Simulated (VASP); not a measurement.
# Tc (P6_3/mmc) in VASP: notebook

Runs on Tc. Level: PBE. Tasks: single point.

All numbers are computed with VASP 6.6.1; they aren't measurements. Logs are shortened: lines on timing, memory, paths and dates and some standing lists are left out, and cuts for length are marked.

### Step 1. The cell of the first run

The structure is hexagonal, space group P6_3/mmc (No. 194). The conventional cell has a = 2.697 Å, b = 2.697 Å, c = 4.325 Å, α = 90.00°, β = 90.00°, γ = 120.00°. Tc (site symmetry -6m2) has 12 Tc at 2.66 to 2.70 Å within 3.5 Å.

### Step 2. Single point, PBE

File INCAR:

```
  ALGO = Normal
  EDIFF = 1E-7
  ENCUT = 520
  GGA = PE
  ISIF = 2
  ISMEAR = -1
  LASPH = True
  LCHARG = False
  LREAL = False
  LWAVE = False
  NBANDS = 20
  NELM = 80
  PREC = Accurate
  SIGMA = 0.05
```

File KPOINTS:

```
k-points
0
Gamma
  9 9 5
```

File POSCAR:

```
Tc
1.0
    2.6973758988      0.0000000000      0.0000000000
   -1.3486879494      2.3359960520      0.0000000000
    0.0000000000      0.0000000000      4.3250260917
Tc
2
Direct
    0.3333333333      0.6666666667      0.2500000000
    0.6666666667      0.3333333333      0.7500000000
```

Potentials or basis: VASP PAW PBE potentials, release 64 (Tc_pv).

The run is started by

```console
$ cat potpaw_PBE.64/Tc_pv/POTCAR > POTCAR
$ mpirun -np 1 vasp_std > vasp.out
```

OUTCAR:

```text
EDIFF = 1E-7
   ENCUT = 520
   GGA = PE
   ISIF = 2
   ISMEAR = -1
   LASPH = True
   LREAL = False
   NELM = 80
   PREC = Accurate

 ion  position               nearest neighbor table
   1  0.333  0.667  0.250-   2 2.66   2 2.66   2 2.66   2 2.66   2 2.66   2 2.66
   2  0.667  0.333  0.750-   1 2.66   1 2.66   1 2.66   1 2.66   1 2.66   1 2.66

  LATTYP: Found a hexagonal cell.
 ALAT       =     2.6973758988
 C/A-ratio  =     1.6034198621

  Lattice vectors:

 A1 = (   2.6973758988,   0.0000000000,   0.0000000000)
 A2 = (  -1.3486879494,   2.3359960520,   0.0000000000)
 A3 = (   0.0000000000,   0.0000000000,   4.3250260917)

Analysis of symmetry for initial positions (statically):
=====================================================================
 Subroutine PRICEL returns:
 Original cell was already a primitive cell.

 Routine SETGRP: Setting up the symmetry group for a
 hexagonal supercell.

 Subroutine GETGRP returns: Found 24 space group operations
 (whereof 12 operations were pure point group operations)
 out of a pool of 24 trial point group operations.

The static configuration has the point symmetry D_3d.
 The point group associated with its full space group is D_6h.

Analysis of symmetry for dynamics (positions and initial velocities):
=====================================================================
 Subroutine PRICEL returns:
 Original cell was already a primitive cell.

 Routine SETGRP: Setting up the symmetry group for a
 hexagonal supercell.

 Subroutine GETGRP returns: Found 24 space group operations
 (whereof 12 operations were pure point group operations)
 out of a pool of 24 trial point group operations.

The dynamic configuration has the point symmetry D_3d.
 The point group associated with its full space group is D_6h.

 Subroutine INISYM returns: Found 24 space group operations
 (whereof 12 operations are pure point group operations),
 and found     1 'primitive' translations

----------------------------------------------------------------------------------------

                                     Primitive cell

  volume of cell :      27.2522

  direct lattice vectors                    reciprocal lattice vectors
     2.697375899  0.000000000  0.000000000     0.370730680  0.214041458  0.000000000
    -1.348687949  2.335996052  0.000000000     0.000000000  0.428082915  0.000000000
     0.000000000  0.000000000  4.325026092     0.000000000  0.000000000  0.231212478

  length of vectors
     2.697375899  2.697375899  4.325026092     0.428082915  0.428082915  0.231212478

  position of ions in fractional coordinates (direct lattice)
     0.333333333  0.666666667  0.250000000
     0.666666667  0.333333333  0.750000000

  ion indices of the primitive-cell ions
   primitive index   ion index
                 1           1
                 2           2

----------------------------------------------------------------------------------------

 KPOINTS: k-points

Automatic generation of k-mesh.
 Grid dimensions read from file:
 generate k-points for:    9    9    5

 Generating k-lattice:

  Cartesian coordinates                     Fractional coordinates (reciprocal lattice)
     0.041192298  0.023782384  0.000000000     0.111111111  0.000000000  0.000000000
     0.000000000  0.047564768  0.000000000     0.000000000  0.111111111  0.000000000
     0.000000000  0.000000000  0.046242496     0.000000000  0.000000000  0.200000000

  Length of vectors
     0.047564768  0.047564768  0.046242496

  Shift w.r.t. Gamma in fractional coordinates (k-lattice)
     0.000000000  0.000000000  0.000000000

 Subroutine IBZKPT returns following result:
 ===========================================

 Found     36 irreducible k-points:

 Following reciprocal coordinates:
            Coordinates               Weight
  0.000000  0.000000  0.000000      1.000000
  0.111111  0.000000  0.000000      6.000000
  0.222222  0.000000  0.000000      6.000000
  0.333333 -0.000000  0.000000      6.000000
  0.444444  0.000000  0.000000      6.000000
  0.111111  0.111111  0.000000      6.000000
[... 16 lines left out ...]
  0.333333  0.222222  0.200000     24.000000
  0.333333  0.333333  0.200000      4.000000
 [... further k-points ...]
   k-points           NKPTS =     36   k-points in BZ     NKDIM =     36   number of bands    NBANDS=     20
   number of dos      NEDOS =    301   number of ions     NIONS =      2
   total plane-waves  NPLWV =  12800
   dimension x,y,z NGX =    20 NGY =   20 NGZ =   32
   dimension x,y,z NGXF=    40 NGYF=   40 NGZF=   64
   ions per type =               2
   NGX,Y,Z   is equivalent  to a cutoff of  12.33, 12.33, 12.30 a.u.
   NGXF,Y,Z  is equivalent  to a cutoff of  24.65, 24.65, 24.60 a.u.
 SYSTEM =  unknown system
   PREC   = accura    normal or accurate (medium, high low for compatibility)
   ISTART =      0    job   : 0-new  1-cont  2-samecut
   ICHARG =      2    charge: 1-file 2-atom 10-const
   ISPIN  =      1    spin polarized calculation?
   LNONCOLLINEAR =      F non collinear calculations
   LSORBIT =      F    spin-orbit coupling
   LASPH  =      T    aspherical Exc in radial PAW
   ENCUT  =  520.0 eV  38.22 Ry    6.18 a.u.   5.02  5.02  8.04*2*pi/ulx,y,z
   NELM   =     80;   NELMIN=  2; NELMDL= -5     # of ELM steps
   EDIFF  = 0.1E-06   stopping-criterion for ELM
   LREAL  =      F    real-space projection
   EDIFFG = 0.1E-05   stopping-criterion for IOM
   NSW    =      0    number of steps for IOM
   IBRION =     -1    ionic relax: 0-MD 1-quasi-New 2-CG
   NFREE  =      0    steps in history (QN), initial steepest desc. (CG)
   ISIF   =      2    stress and relaxation
   ISYM   =      2    0-nonsym 1-usesym 2-fastsym
   POTIM  = 0.5000    time-step for ionic-motion
   TEBEG  =    0.0;   TEEND  =   0.0 temperature during run
   PSTRESS=    0.0 pullay stress
   NELECT =      26.0000    total number of electrons
   NUPDOWN=      -1.0000    fix difference up-down
   EMIN   =  10.00;   EMAX   =-10.00  energy-range for DOS
   EFERMI =   0.00;   METHOD = LEGACY
   ISMEAR =    -1;   SIGMA  =   0.05  broadening in eV -4-tet -1-fermi 0-gaus
   EFERMI_NEDOS =   21; number of points for ismear=-14 and -15
   IALGO  =     38    algorithm
   IMIX   =      4    mixing-type and parameters
     AMIX     =   0.40;   BMIX     =  1.00
     AMIX_MAG =   1.60;   BMIX_MAG =  1.00
  volume/ion in A,a.u.               =      13.63        91.95
  Fermi-wavevector in a.u.,A,eV,Ry     =   1.611629  3.045538 35.339082  2.597349
  Thomas-Fermi vector in A             =   2.706989
   LORBIT       =      0    0 simple, 1 ext, 2 COOP (PROOUT), +10 PAW based schemes
   GGA     = PE    functional components
[... 5 lines left out ...]
 non-spin polarized calculation
  energy-cutoff  :      520.00
  volume of cell :       27.25
 maximum number of plane-waves:       750
 NGX is ok and might be reduce to    20
   NGX =  9   NGY =  9   NGZ = 17

 number of electron      26.0000010 magnetization

 Free energy of the ion-electron system (eV)
  ---------------------------------------------------
  ext. energy  EPLUGINS =         0.00000000
  ---------------------------------------------------
  free energy    TOTEN  =       -20.60553170 eV

  energy without entropy =      -20.59208092  energy(sigma->0) =      -20.59880631

 E-fermi :  13.6057     XC(G=0): -14.0888

 val. band max:       13.5951115962   @ k =   0.2222   0.0000   0.0000
 cond. band min:      13.6429692949   @ k =   0.2222   0.0000   0.2000
 fundamental gap:      0.0478576987
 Fermi energy:        13.6057366737

 k-point     1 :       0.0000    0.0000    0.0000
  band No.  band energies     occupation
      1     -26.1015      2.00000
      2     -24.7870      2.00000
      3     -24.7870      2.00000
      4     -24.5709      2.00000
      5     -24.5709      2.00000
      6     -24.5451      2.00000
[... 12 lines left out ...]
     19      25.2418      0.00000
     20      27.8442      0.00000

 k-point     2 :       0.1111    0.0000    0.0000
  band No.  band energies     occupation
      1     -26.0437      2.00000
      2     -24.9182      2.00000
      3     -24.8292      2.00000
      4     -24.7060      2.00000
      5     -24.5890      2.00000
      6     -24.5698      2.00000
[... 12 lines left out ...]
     19      25.1751      0.00000
     20      28.8035      0.00000

 k-point     3 :       0.2222    0.0000    0.0000
  band No.  band energies     occupation
      1     -25.8838      2.00000
      2     -25.2486      2.00000
      3     -25.0333      2.00000
      4     -24.9306      2.00000
      5     -24.6452      2.00000
      6     -24.6391      2.00000
[... 12 lines left out ...]
     19      24.8488      0.00000
     20      29.5669      0.00000

 k-point     4 :       0.3333   -0.0000    0.0000
  band No.  band energies     occupation
      1     -25.6635      2.00000
      2     -25.6201      2.00000
      3     -25.3834      2.00000
      4     -25.0394      2.00000
      5     -24.7686      2.00000
      6     -24.7003      2.00000
[... 12 lines left out ...]
     19      24.3837      0.00000
     20      26.4827      0.00000

 k-point     5 :       0.4444    0.0000    0.0000
  band No.  band energies     occupation
      1     -25.8590      2.00000
      2     -25.6018      2.00000
      3     -25.4662      2.00000
      4     -25.1078      2.00000
      5     -24.9022      2.00000
      6     -24.7416      2.00000
[... 12 lines left out ...]
     19      25.3965      0.00000
     20      26.1689      0.00000
[... 353 lines left out ...]
      6     -24.8261      2.00000
[... 12 lines left out ...]
     19      25.6834      0.00000
     20      26.4655      0.00000

 k-point    22 :       0.2222    0.2222    0.2000
  band No.  band energies     occupation
      1     -25.7312      2.00000
      2     -25.6224      2.00000
      3     -25.2653      2.00000
      4     -25.1881      2.00000
      5     -24.9353      2.00000
      6     -24.7891      2.00000
[... 12 lines left out ...]
     19      26.1654      0.00000
     20      26.8390      0.00000

 k-point    23 :       0.3333    0.2222    0.2000
  band No.  band energies     occupation
      1     -25.7855      2.00000
      2     -25.6494      2.00000
      3     -25.3964      2.00000
      4     -25.1559      2.00000
      5     -25.0572      2.00000
      6     -24.8797      2.00000
[... 12 lines left out ...]
     19      25.0383      0.00000
     20      25.8835      0.00000

 k-point    24 :       0.3333    0.3333    0.2000
  band No.  band energies     occupation
      1     -25.6317      2.00000
      2     -25.6050      2.00000
      3     -25.6050      2.00000
      4     -25.2369      2.00000
      5     -24.9948      2.00000
      6     -24.9948      2.00000
[... 12 lines left out ...]
     19      23.0420      0.00000
     20      27.8690      0.00000

 [... further k-points ...]

------------------------ aborting loop because EDIFF is reached ----------------------------------------

  FORCE on cell =-STRESS in cart. coord.  units (eV):
  Direction    XX          YY          ZZ          XY          YZ          ZX
  --------------------------------------------------------------------------------------
  -------------------------------------------------------------------------------------
  Total        3.2799999      3.2799999      3.2771346      0.0000000      0.0000000      0.0000000
  in kB      192.8333284    192.8333284    192.6648795      0.0000000      0.0000000      0.0000000
  external PRESSURE =     192.7771788 kB  Pullay stress =       0.0000000 kB

 VOLUME and BASIS-vectors are now :
 -----------------------------------------------------------------------------
  energy-cutoff  :      520.00
  volume of cell :       27.25
      direct lattice vectors                 reciprocal lattice vectors
     2.697375899  0.000000000  0.000000000     0.370730680  0.214041458  0.000000000
    -1.348687949  2.335996052  0.000000000     0.000000000  0.428082915  0.000000000
     0.000000000  0.000000000  4.325026092     0.000000000  0.000000000  0.231212478

 POSITION                                       TOTAL-FORCE (eV/Angst)
 -----------------------------------------------------------------------------------
     -0.00000      1.55733      1.08126         0.000000      0.000000      0.000000
      1.34869      0.77867      3.24377        -0.000000     -0.000000      0.000000
 -----------------------------------------------------------------------------------
    total drift:                               -0.000000      0.000000     -0.000000

  FREE ENERGIE OF THE ION-ELECTRON SYSTEM (eV)
  ---------------------------------------------------
  free  energy   TOTEN  =       -20.6055316978 eV

  energy  without entropy=      -20.5920809177  energy(sigma->0) =      -20.59880631
```

Run time: 14 s. Hardware: 1 thread of Intel Xeon Platinum 8259CL at 2.50GHz (Skylake/Cascade Lake), shared host; peak memory 0.14 GiB.

What came out:

```yaml
Free_energy: -20.6055 eV
Pressure: 19.3 GPa
Band_gap_on_the_k_mesh: zero (band 13 reaches 14.55 eV, above the bottom of band 14 at 12.14 eV)
```

Levels at points of the mesh, in eV from the Fermi level:
| k point | band 10 | band 11 | band 12 | band 13 | band 14 | band 15 | band 16 | band 17 |
| --- | --- | --- | --- | --- | --- | --- | --- | --- |
| (0.00, 0.00, 0.00) | -1.78 | -1.71 | -1.00 | -1.00 | -0.26 | -0.26 | 1.72 | 2.59 |

### Step 3. Single point, PBE

This run uses another cell than the first one, of 14.22 Å³/atom, 1.043 times its volume.

File INCAR:

```
ALGO     = Normal         # electronic algorithm
EDIFF    = 1E-6           # SCF threshold, eV
ENCUT    = 520            # plane-wave cutoff, eV
GGA      = PE             # functional
ISIF     = 2              # what is computed and relaxed
ISMEAR   = -1             # smearing method
LASPH    = T              # aspherical terms in the spheres
LCHARG   = F              # write CHGCAR
LREAL    = F              # projectors in reciprocal space
LWAVE    = F              # write WAVECAR
NBANDS   = 20             # bands
NELM     = 100            # most SCF steps
PREC     = Accurate       # precision mode
SIGMA    = 0.05           # smearing width, eV
```

KPOINTS is that of step 2.

File POSCAR:

```
Tc
1.0
    2.7365995924      0.0000000000      0.0000000000
   -1.3682997962      2.3699647670      0.0000000000
    0.0000000000      0.0000000000      4.3845981307
Tc
2
Direct
    0.3333333333      0.6666666667      0.2500000000
    0.6666666667      0.3333333333      0.7500000000
```

Potentials or basis: VASP PAW PBE potentials, release 64 (Tc_pv).

The run is started by

```console
$ cat potpaw_PBE.64/Tc_pv/POTCAR > POTCAR
$ mpirun -np 1 vasp_std > vasp.out
```

Wall time 13 s (1 thread of Intel Xeon Platinum 8259CL at 2.50GHz (Skylake/Cascade Lake), shared host); peak memory 0.14 GiB.

Results (log left out):

| Property | Result |
| --- | --- |
| Free energy | -20.6923 eV |
| Pressure | 4.3 GPa |
| Band gap on the k mesh | zero (band 13 reaches 13.71 eV, above the bottom of band 14 at 11.41 eV) |

Levels at points of the mesh, in eV from the Fermi level:
```tsv
k point	band 9	band 10	band 11	band 12	band 13	band 14	band 15	band 16	band 17	band 18
(0.00, 0.00, 0.00)	-1.64	-1.64	-1.58	-0.92	-0.92	-0.23	-0.23	1.62	2.46	2.46
```

### Step 4. Single point, PBE

This run uses another cell than the first one, of 14.01 Å³/atom, 1.028 times its volume.

File INCAR:

```
ALGO     = Normal         # electronic algorithm
EDIFF    = 1E-6           # SCF threshold, eV
ENCUT    = 520            # plane-wave cutoff, eV
GGA      = PE             # functional
ISIF     = 2              # what is computed and relaxed
ISMEAR   = -1             # smearing method
LASPH    = True           # aspherical terms in the spheres
LCHARG   = False          # write CHGCAR
LREAL    = False          # projectors in reciprocal space
LWAVE    = False          # write WAVECAR
NBANDS   = 20             # bands
NELM     = 80             # most SCF steps
PREC     = Accurate       # precision mode
SIGMA    = 0.05           # smearing width, eV
```

KPOINTS is that of step 3.

File POSCAR:

```
Tc
1.0
    2.7225771188      0.0000000000      0.0000000000
   -1.3612885594      2.3578209487      0.0000000000
    0.0000000000      0.0000000000      4.3634239950
Tc
2
Direct
    0.3333333333      0.6666666667      0.2500000000
    0.6666666667      0.3333333333      0.7500000000
```

The run is started by

```console
$ cat potpaw_PBE.64/Tc_pv/POTCAR > POTCAR
$ mpirun -np 1 vasp_std > vasp.out
```

Wall time 13 s (1 thread of Intel Xeon Platinum 8259CL at 2.50GHz (Skylake/Cascade Lake), shared host); peak memory 0.14 GiB.

The run converged. Its results:

* Free energy: -20.6736 eV
* Pressure: 9.3 GPa
* Band gap on the k mesh: zero (band 13 reaches 14.00 eV, above the bottom of band 14 at 11.67 eV)

Levels at points of the mesh, in eV from the Fermi level:
```tsv
k point	band 10	band 11	band 12	band 13	band 14	band 15	band 16	band 17
(0.00, 0.00, 0.00)	-1.69	-1.62	-0.94	-0.94	-0.24	-0.24	1.65	2.51
```

### Step 5. Single point, PBE

This run uses another cell than the first one, of 14.45 Å³/atom, 1.060 times its volume.

File INCAR:

```
PREC = Accurate
ENCUT = 520
EDIFF = 1E-7
ISMEAR = -1
SIGMA = 0.05
LREAL = False
LASPH = True
NELM = 100
ALGO = Normal
ISIF = 2
LWAVE = False
LCHARG = True
GGA = PE
LELF = True
LVHAR = True
NBANDS = 20
```

File KPOINTS:

```
regular mesh
0
Gamma
  9 9 5
```

File POSCAR:

```
Tc
1.0
    2.7516807567      0.0000000000      0.0000000000
   -1.3758403783      2.3830254384      0.0000000000
    0.0000000000      0.0000000000      4.4073234552
Tc
2
Direct
    0.3333333333      0.6666666667      0.2500000000
    0.6666666667      0.3333333333      0.7500000000
```

The run is started by

```console
$ cat potpaw_PBE.64/Tc_pv/POTCAR > POTCAR
$ mpirun -np 1 vasp_std > vasp.out
```

Wall time 18 s (1 thread of Intel Xeon Platinum 8259CL at 2.50GHz (Skylake/Cascade Lake), shared host); peak memory 0.15 GiB.

It converged, with:

```yaml
Free_energy: -20.6980 eV
Pressure: -0.7 GPa
Band_gap_on_the_k_mesh: zero (band 13 reaches 13.40 eV, above the bottom of band 14 at 11.14 eV)
```

Levels at points of the mesh, in eV from the Fermi level:
| k point | band 11 | band 12 | band 13 | band 14 | band 15 | band 16 |
| --- | --- | --- | --- | --- | --- | --- |
| (0.00, 0.00, 0.00) | -1.53 | -0.89 | -0.89 | -0.22 | -0.22 | 1.58 |

### Step 6. The runs side by side

| cell | gap on the mesh (eV) | pressure (GPa) |
| --- | --- | --- |
| a = 2.697, b = 2.697, c = 4.325 Å, angles 90.0, 90.0, 120.0°, 2 atoms | none | 19.3 |
| a = 2.737, b = 2.737, c = 4.385 Å, angles 90.0, 90.0, 120.0°, 2 atoms | none | 4.3 |
| a = 2.723, b = 2.723, c = 4.363 Å, angles 90.0, 90.0, 120.0°, 2 atoms | none | 9.3 |
| a = 2.752, b = 2.752, c = 4.407 Å, angles 90.0, 90.0, 120.0°, 2 atoms | none | -0.7 |

Alike in all rows: task single point; level PBE; potentials or basis VASP PAW PBE potentials, release 64 (Tc_pv); no spin polarisation; k mesh 9 × 9 × 5; cutoff (eV) 520; smearing fermi-dirac 0.05 eV.

Total energies depend on the potentials used, so only differences within one code and one set of settings carry meaning.
